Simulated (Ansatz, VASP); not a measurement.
Os in VASP and in Ansatz

```
Os
1.0
     2.47227    0.00000    0.00000
     0.00000    2.47227    0.00000
     0.00000    0.00000    2.47227
Os
1
Cartesian
  0.0000 0.0000 0.0000
```

Alike in both runs: task relaxation of cell and atoms; functional LDA; k mesh 13 × 13 × 13; occupations fermi-dirac, width 0.1 eV; no spin polarisation.

```csv
,VASP,Ansatz
version,VASP 6.6.1,Ansatz 0.2.0
potentials or method,"VASP PAW LDA potentials, release 64 (Os), cutoff 600 eV","plane waves (420 eV) with PAW, scalar-relativistic"
valence electrons in the cell,8,16
```

```tsv
	VASP	Ansatz	Ansatz less VASP
relaxed volume (Å³/atom)	15.95	15.95	-0.005
relaxed cell length with the largest relative difference (Å)	2.517	2.517	-0.0003
```

Ansatz warns that its potentials were made for another functional, while VASP's fit it. LDA's correlation is that of Perdew and Zunger in VASP and of Perdew and Wang (1992) in Ansatz. VASP's potentials hold 8 valence electrons a cell and Ansatz's 16, so a difference there can come from the potentials and not from the codes.

Spin-orbit coupling is off throughout.
